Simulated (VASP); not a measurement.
# CO2 (Pbca) in VASP: further runs, part 2 of 2

VASP 6.6.1.

**5. Single point, PBE (19.12 Å³/atom)**

This run uses another cell than the first one, of 19.12 Å³/atom.

Contents of INCAR:

```
SYSTEM = CO2
  ALGO = Normal
  EDIFF = 1E-6
  ENCUT = 520
  GGA = PE
  ISIF = 2
  ISMEAR = 0
  LASPH = .True.
  LCHARG = .True.
  LELF = .True.
  LREAL = .False.
  LVHAR = .True.
  LWAVE = .False.
  NBANDS = 44
  NELM = 60
  PREC = Accurate
  SIGMA = 0.05
```

Contents of KPOINTS:

```
k-points
0
Gamma
  4 4 4
  0 0 0
```

Contents of POSCAR:

```
CO2
1.0
    6.2208713456      0.0000000000      0.0000000000
    0.0000000000      6.2208713456      0.0000000000
    0.0000000000      0.0000000000      5.9278683052
C O
4 8
Direct
    0.0000000000      0.0000000000      0.0000000000
    0.5000000000      0.0000000000      0.5000000000
    0.5000000000      0.5000000000      0.0000000000
    0.0000000000      0.5000000000      0.5000000000
    0.1114834447      0.1114834447      0.1114834447
    0.3885165553      0.8885165553      0.6114834447
    0.6114834447      0.3885165553      0.8885165553
    0.8885165553      0.6114834447      0.3885165553
    0.8885165553      0.8885165553      0.8885165553
    0.6114834447      0.1114834447      0.3885165553
    0.3885165553      0.6114834447      0.1114834447
    0.1114834447      0.3885165553      0.6114834447
```

Potentials or basis: VASP PAW PBE potentials, release 64 (C, O).

Run with:

```console
$ cat potpaw_PBE.64/C/POTCAR potpaw_PBE.64/O/POTCAR > POTCAR
$ mpirun -np 1 vasp_std > vasp.out
```

OUTCAR:

```text
SYSTEM = CO2
   EDIFF = 1E-6
   ENCUT = 520
   GGA = PE
   ISIF = 2
   ISMEAR = 0
   LASPH = .True.
   LREAL = .False.
   NELM = 60
   PREC = Accurate

 ion  position               nearest neighbor table
   1  0.000  0.000  0.000-   5 1.18   9 1.18
   2  0.500  0.000  0.500-   6 1.18  10 1.18
   3  0.500  0.500  0.000-   7 1.18  11 1.18
   4  0.000  0.500  0.500-   8 1.18  12 1.18
   5  0.111  0.111  0.111-   1 1.18
   6  0.389  0.889  0.611-   2 1.18
   7  0.611  0.389  0.889-   3 1.18
   8  0.889  0.611  0.389-   4 1.18
   9  0.889  0.889  0.889-   1 1.18
  10  0.611  0.111  0.389-   2 1.18
  11  0.389  0.611  0.111-   3 1.18
  12  0.111  0.389  0.611-   4 1.18

  LATTYP: Found a simple tetragonal cell.
 ALAT       =     6.2208713456
 C/A-ratio  =     0.9529000000

  Lattice vectors:

[... 209 lines left out ...]
  band No.  band energies     occupation
      1     -25.1496      2.00000
      2     -25.0734      2.00000
      3     -25.0719      2.00000
      4     -25.0640      2.00000
      5     -24.0985      2.00000
      6     -24.0972      2.00000
[... 1117 lines left out ...]
     43       4.7557      0.00000
     44       4.7557      0.00000

 [... further k-points ...]

------------------------ aborting loop because EDIFF is reached ----------------------------------------

  FORCE on cell =-STRESS in cart. coord.  units (eV):
  Direction    XX          YY          ZZ          XY          YZ          ZX
  --------------------------------------------------------------------------------------
  -------------------------------------------------------------------------------------
  Total       -2.6234777     -2.6085732     -2.2148440     -0.0000000      0.0000000      0.0000000
  in kB      -18.3225946    -18.2185005    -15.4686616     -0.0000000      0.0000000      0.0000000
  external PRESSURE =     -17.3365856 kB  Pullay stress =       0.0000000 kB

 VOLUME and BASIS-vectors are now :
 -----------------------------------------------------------------------------
  energy-cutoff  :      520.00
  volume of cell :      229.40
      direct lattice vectors                 reciprocal lattice vectors
     6.220871346  0.000000000  0.000000000     0.160749185  0.000000000  0.000000000
     0.000000000  6.220871346  0.000000000     0.000000000  0.160749185  0.000000000
     0.000000000  0.000000000  5.927868305     0.000000000  0.000000000  0.168694706

 POSITION                                       TOTAL-FORCE (eV/Angst)
 -----------------------------------------------------------------------------------
      0.00000      0.00000      0.00000        -0.000000     -0.000000     -0.000000
      3.11044      0.00000      2.96393        -0.000000     -0.000000     -0.000000
      3.11044      3.11044      0.00000        -0.000000     -0.000000     -0.000000
      0.00000      3.11044      2.96393        -0.000000     -0.000000     -0.000000
      0.69352      0.69352      0.66086        -0.395475     -0.400779     -0.372663
      2.41691      5.52735      3.62479         0.395475      0.400779     -0.372663
      3.80396      2.41691      5.26701        -0.395475      0.400779      0.372663
      5.52735      3.80396      2.30307         0.395475     -0.400779      0.372663
      5.52735      5.52735      5.26701         0.395475      0.400779      0.372663
      3.80396      0.69352      2.30307        -0.395475     -0.400779      0.372663
      2.41691      3.80396      0.66086         0.395475     -0.400779     -0.372663
      0.69352      2.41691      3.62479        -0.395475      0.400779     -0.372663
 -----------------------------------------------------------------------------------
    total drift:                                0.000000      0.000000      0.000000

  FREE ENERGIE OF THE ION-ELECTRON SYSTEM (eV)
  ---------------------------------------------------
  free  energy   TOTEN  =       -92.2597044756 eV

  energy  without entropy=      -92.2597044756  energy(sigma->0) =      -92.25970448
```

OSZICAR:

```text
N       E                     dE             d eps       ncg     rms          rms(c)
DAV:   1     0.436053944179E+03    0.43605E+03   -0.31762E+04  2408   0.128E+03
DAV:   2    -0.605641028509E+02   -0.49662E+03   -0.48487E+03  3156   0.309E+02
DAV:   3    -0.980333293691E+02   -0.37469E+02   -0.37214E+02  2840   0.899E+01
DAV:   4    -0.985570133882E+02   -0.52368E+00   -0.52082E+00  2776   0.117E+01
DAV:   5    -0.985668342859E+02   -0.98209E-02   -0.98154E-02  2752   0.155E+00    0.187E+01
DAV:   6    -0.927822102333E+02    0.57846E+01   -0.18762E+01  2736   0.225E+01    0.859E+00
DAV:   7    -0.923850919594E+02    0.39712E+00   -0.10872E+00  2696   0.562E+00    0.486E+00
DAV:   8    -0.922748015157E+02    0.11029E+00   -0.72173E-01  2716   0.383E+00    0.105E+00
DAV:   9    -0.922586962353E+02    0.16105E-01   -0.52736E-02  2600   0.127E+00    0.425E-01
DAV:  10    -0.922593958386E+02   -0.69960E-03   -0.11301E-02  2764   0.484E-01    0.806E-02
DAV:  11    -0.922596448678E+02   -0.24903E-03   -0.29787E-04  2628   0.955E-02    0.341E-02
DAV:  12    -0.922597041447E+02   -0.59277E-04   -0.51785E-05  2748   0.392E-02    0.560E-03
DAV:  13    -0.922597044756E+02   -0.33096E-06   -0.15621E-06  1920   0.748E-03
   1 F= -.92259704E+02 E0= -.92259704E+02  d E =-.721780E-14
```

stdout:

```text
POSCAR found type information on POSCAR C O
 POSCAR found :  2 types and      12 ions
 scaLAPACK will be used
 LDA part: xc-table for (Slater+PW92), standard interpolation
 POSCAR, INCAR and KPOINTS ok, starting setup
 FFT: planning ... GRIDC
 FFT: planning ... GRID_SOFT
 FFT: planning ... GRID
 WAVECAR not read
 entering main loop
```

It took 2.9 min on 1 thread of Intel Xeon Platinum 8488C (Sapphire Rapids), shared host; peak memory 0.43 GiB.

Results:

```
Free energy            : -92.2597 eV
Pressure               : -1.7 GPa
Largest force          : 0.675 eV/Å
Band gap on the k mesh : 6.48 eV
```

Forces on the atoms (eV/Å):
```
C    0.000  0.000  0.000
C    0.000  0.000  0.000
C    0.000  0.000  0.000
C    0.000  0.000  0.000
O   -0.395 -0.401 -0.373
O    0.395  0.401 -0.373
O   -0.395  0.401  0.373
O    0.395 -0.401  0.373
O    0.395  0.401  0.373
O   -0.395 -0.401  0.373
O    0.395 -0.401 -0.373
O   -0.395  0.401 -0.373
```

Caveat: this functional lacks dispersion, which holds the molecules together, so the pressure and a relaxed volume are unreliable. PBE gaps usually lie below the measured ones, often by a third to a half.

**6. Single point, PBE (19.12 Å³/atom)**

This run uses another cell than the first one, of 19.12 Å³/atom.

Contents of INCAR:

```
SYSTEM = CO2
ALGO = Normal
EDIFF = 1E-6
ENCUT = 520
GGA = PE
ISIF = 2
ISMEAR = 0
LASPH = .TRUE.
LCHARG = .FALSE.
LREAL = .FALSE.
LWAVE = .FALSE.
NBANDS = 44
NELM = 60
PREC = Accurate
SIGMA = 0.05
```

Contents of KPOINTS:

```
k-points
0
G
  4 4 4
  0 0 0
```

POSCAR: that of step 5 with these lines changed.

```diff
@@ -2,5 +2,5 @@
 1.0
-    6.2208713456      0.0000000000      0.0000000000
-    0.0000000000      6.2208713456      0.0000000000
-    0.0000000000      0.0000000000      5.9278683052
+    6.3217654589      0.0000000000      0.0000000000
+    0.0000000000      6.3217654589      0.0000000000
+    0.0000000000      0.0000000000      5.7401630366
 C O
```

Potentials or basis: VASP PAW PBE potentials, release 64 (C, O).

Run with:

```console
$ cat potpaw_PBE.64/C/POTCAR potpaw_PBE.64/O/POTCAR > POTCAR
$ mpirun -np 1 vasp_std > vasp.out
```

Run time: 3.1 min. Hardware: 1 thread of Intel Xeon Platinum 8488C (Sapphire Rapids), shared host; peak memory 0.43 GiB.

It converged, with:

- Free energy: -92.2394 eV
- Pressure: -2.1 GPa
- Largest force: 0.851 eV/Å
- Band gap on the k mesh: 6.44 eV

Forces on the atoms (eV/Å):
```
C    0.000  0.000  0.000
C    0.000  0.000  0.000
C    0.000  0.000  0.000
C    0.000  0.000  0.000
O   -0.506 -0.516 -0.449
O    0.506  0.516 -0.449
O   -0.506  0.516  0.449
O    0.506 -0.516  0.449
O    0.506  0.516  0.449
O   -0.506 -0.516  0.449
O    0.506 -0.516 -0.449
O   -0.506  0.516 -0.449
```

Stress tensor (GPa, compression positive):
```
-2.32  0.00  0.00
 0.00 -2.28  0.00
 0.00  0.00 -1.68
```

Levels at points of the mesh, in eV from the valence-band top:
```tsv
k point	band 29	band 30	band 31	band 32	band 33	band 34	band 35	band 36
(0.00, 0.00, 0.00)	-0.15	-0.14	-0.12	0.00	6.44	7.86	7.90	7.97
(0.50, 0.00, 0.00)	-0.21	-0.21	-0.08	-0.08	7.62	7.62	7.82	7.82
(0.00, 0.50, 0.00)	-0.22	-0.22	-0.10	-0.10	7.62	7.62	7.90	7.90
(0.50, 0.50, 0.00)	-0.22	-0.22	-0.22	-0.22	7.85	7.85	7.85	7.85
(0.00, 0.00, 0.50)	-0.20	-0.20	-0.13	-0.13	7.85	7.85	7.87	7.87
(0.50, 0.00, 0.50)	-0.19	-0.19	-0.19	-0.19	7.84	7.84	7.84	7.84
(0.00, 0.50, 0.50)	-0.17	-0.17	-0.17	-0.17	7.86	7.86	7.86	7.86
(0.50, 0.50, 0.50)	-0.17	-0.17	-0.17	-0.17	7.89	7.89	7.89	7.89
```

Caveat: this functional lacks dispersion, which holds the molecules together, so the pressure and a relaxed volume are unreliable.

**7. The runs side by side**

| cell | gap on the mesh (eV) | pressure (GPa) | largest force (eV/Å) |
| --- | --- | --- | --- |
| a = 6.156, b = 6.156, c = 5.866 Å, 12 atoms | 6.58 | 1.1 | 0.57 |
| a = 5.880, b = 5.880, c = 6.634 Å, 12 atoms | 6.42 | -2.4 | 1.00 |
| a = 5.928, b = 5.928, c = 6.528 Å, 12 atoms | 6.44 | -2.1 | 0.86 |
| a = 6.221, b = 6.221, c = 5.928 Å, 12 atoms | 6.48 | -1.7 | 0.68 |
| a = 6.322, b = 6.322, c = 5.740 Å, 12 atoms | 6.44 | -2.1 | 0.85 |

Alike in all rows: task single point; level PBE; potentials or basis VASP PAW PBE potentials, release 64 (C, O); no spin polarisation; k mesh 4 × 4 × 4; cutoff (eV) 520; smearing gaussian 0.05 eV.

Caveats: this functional lacks dispersion, which holds the molecules together, so the pressure and a relaxed volume are unreliable.

Absolute energies hang on the potentials; compare differences alone.
